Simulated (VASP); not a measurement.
Set up this calculation in VASP 6.6.1, as the native input.

* Task: single point
* Functional: PBE
* Potentials or basis: VASP PAW PBE potentials, release 64 (Nb_sv, N)
* Cutoff: 520 eV
* k mesh: 9 × 9 × 1
* Occupations: gaussian, width 0.1 eV
* Spin: no spin polarisation
* Dipole correction: yes
* Further INCAR settings: ALGO = Normal; EDIFF = 1e-06; NBANDS = 30

The structure of Nb3N lies in POSCAR:

```
Nb3N
1.0
    2.9829001615      0.0000000000      0.0000000000
    0.0000000000      2.9829001615      0.0000000000
    0.0000000000      0.0000000000     19.7446861459
Nb N
3 1
Direct
    0.5000000000      0.5000000000      0.2025861526
    0.0000000000      0.0000000000      0.3100743693
    0.5000000000      0.5000000000      0.4175648114
    0.5000000000      0.6666666667      0.4999447633
```

The input as run:

INCAR

```
ALGO     = Normal         # electronic algorithm
DIPOL    = 0.5 0.5 0.358
EDIFF    = 1E-6           # SCF threshold, eV
ENCUT    = 520            # plane-wave cutoff, eV
GGA      = PE             # functional
IDIPOL   = 3            
ISIF     = 2              # what is computed and relaxed
ISMEAR   = 0              # smearing method
LASPH    = True           # aspherical terms in the spheres
LCHARG   = False          # write CHGCAR
LDIPOL   = True         
LREAL    = False          # projectors in reciprocal space
LWAVE    = False          # write WAVECAR
NBANDS   = 30             # bands
NELM     = 100            # most SCF steps
PREC     = Accurate       # precision mode
SIGMA    = 0.1            # smearing width, eV
```

KPOINTS

```
k-points
0
Gamma
  9 9 1
```

Potentials or basis: VASP PAW PBE potentials, release 64 (Nb_sv, N).

Command:

```console
$ cat potpaw_PBE.64/Nb_sv/POTCAR potpaw_PBE.64/N/POTCAR > POTCAR
$ mpirun -np 1 vasp_std > vasp.out
```

It gave:

```json
{"Largest force": "1.676 eV/Å", "Band gap on the k mesh": "zero (bands 22 and 23 overlap by 0.35 eV)"}
```

It took 2.8 min on 1 thread of Intel(R) Xeon(R) Platinum 8559C (Emerald Rapids), with other jobs on the host, peak memory 0.32 GiB.
